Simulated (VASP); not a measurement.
Write the native input for VASP 6.6.1 that does the following.

```yaml
Task: single point
Functional: PBE
Potentials_or_basis: VASP PAW PBE potentials, release 64 (Ge_d, F)
Cutoff: 520 eV
k_mesh: 6 × 6 × 4
Occupations: gaussian, width 0.1 eV
Spin: no spin polarisation
Dipole_correction: no
Further_INCAR_settings: ALGO = Normal; EDIFF = 1e-07; NBANDS = 48
```

The structure of Ge5F lies in POSCAR:

```
Ge5F
1.0
    4.6959349600      0.0000000000      0.0000000000
   -2.3479674800      4.0667989700      0.0000000000
    0.0000000000      0.0000000000      7.0005176500
Ge F
5 1
Direct
    0.3333333300      0.6666666700      0.3328477000
    0.6666666700      0.3333333300      0.3328477000
    0.6666666700      0.3333333300      0.6671523000
    0.3333333300      0.6666666700      0.6671523000
    0.0000000000      0.0000000000      0.5000000000
    0.0000000000      0.0000000000      0.0000000000
```

The cell was generated, and may not be a known phase.

One way to write it, as run:

INCAR

```
PREC     = Accurate       # precision mode
ENCUT    = 520            # plane-wave cutoff, eV
EDIFF    = 1E-7           # SCF threshold, eV
ISMEAR   = 0              # smearing method
SIGMA    = 0.1            # smearing width, eV
LREAL    = False          # projectors in reciprocal space
LASPH    = True           # aspherical terms in the spheres
NELM     = 80             # most SCF steps
ALGO     = Normal         # electronic algorithm
ISIF     = 2              # what is computed and relaxed
LWAVE    = False          # write WAVECAR
LCHARG   = False          # write CHGCAR
GGA      = PE             # functional
NBANDS   = 48             # bands
```

KPOINTS

```
regular mesh
0
Gamma
  6 6 4
```

Potentials or basis: VASP PAW PBE potentials, release 64 (Ge_d, F).

Launch:

```sh
$ cat potpaw_PBE.64/Ge_d/POTCAR potpaw_PBE.64/F/POTCAR > POTCAR
$ mpirun -np 1 vasp_std > vasp.out
```

It gave:

```yaml
Pressure: 3.0 GPa
Largest_force: 2.548 eV/Å
Band_gap_on_the_k_mesh: zero (an odd number of electrons rules out a gap without spin polarisation)
```

Caveat: the stress differs along the axes, from -0 to 10 GPa; an odd number of electrons without spin polarisation forces a metal; a magnetic or distorted state may lie lower.

It took 2.4 min on 1 thread of Intel(R) Xeon(R) Platinum 8488C (Sapphire Rapids), with other jobs on the host, peak memory 0.29 GiB.
